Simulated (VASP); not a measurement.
Here is a VASP 6.6.1 calculation.

POSCAR

```
PbS
1.0
    2.0648717816     -5.8907061810      0.0000000000
    2.0648717816      5.8907061810      0.0000000000
    0.0000000000      0.0000000000      4.2582533275
Pb S
2 2
Direct
    0.8718439679      0.1281560321      0.7500000000
    0.1281560321      0.8718439679      0.2500000000
    0.6443781173      0.3556218827      0.7500000000
    0.3556218827      0.6443781173      0.2500000000
```

File INCAR.step1:

```
  PREC = Accurate
  ENCUT = 520
  ISMEAR = 0
  SIGMA = 0.02
  LREAL = F
  LASPH = T
  NELM = 60
  NBANDS = 28
  GGA = PE
  ALGO = Normal
  EDIFF = 1E-4
  LWAVE = T
  LCHARG = F
```

File INCAR.step2:

```
  PREC = Accurate
  ENCUT = 520
  EDIFF = 1E-6
  ISMEAR = 0
  SIGMA = 0.02
  LREAL = F
  LASPH = T
  NELM = 60
  ALGO = Normal
  ISIF = 2
  LWAVE = F
  LCHARG = F
  METAGGA = R2SCAN
  LMIXTAU = T
  NBANDS = 28
  ISTART = 1
```

The input KPOINTS:

```
regular mesh
0
Gamma
  8 8 6
```

Potentials or basis: VASP PAW PBE potentials, release 64 (Pb_d, S).

Run with:

```bash
$ cat potpaw_PBE.64/Pb_d/POTCAR potpaw_PBE.64/S/POTCAR > POTCAR
$ cp INCAR.step1 INCAR
$ mpirun -np 1 vasp_std > vasp.out
$ cp INCAR.step2 INCAR
$ mpirun -np 1 vasp_std > vasp.out
```

**Question.** What does it give for the band gap on the k mesh?

**Answer.** 1.42 eV (least direct gap 1.69 eV).

**Question.** Predict the largest force.

**Answer.** 0.011 eV/Å.

**Question.** Estimate the pressure.

**Answer.** 1.0 GPa.

Forces on the atoms (eV/Å):
```
Pb   0.000 -0.003  0.000
Pb   0.000  0.003  0.000
S    0.000  0.011  0.000
S    0.000 -0.011  0.000
```

Caveat: the PAW data sets were made with another functional, which shifts forces and pressure a little; spin-orbit coupling is left out, which moves the levels of the heavy elements. A k mesh can miss the band edges.
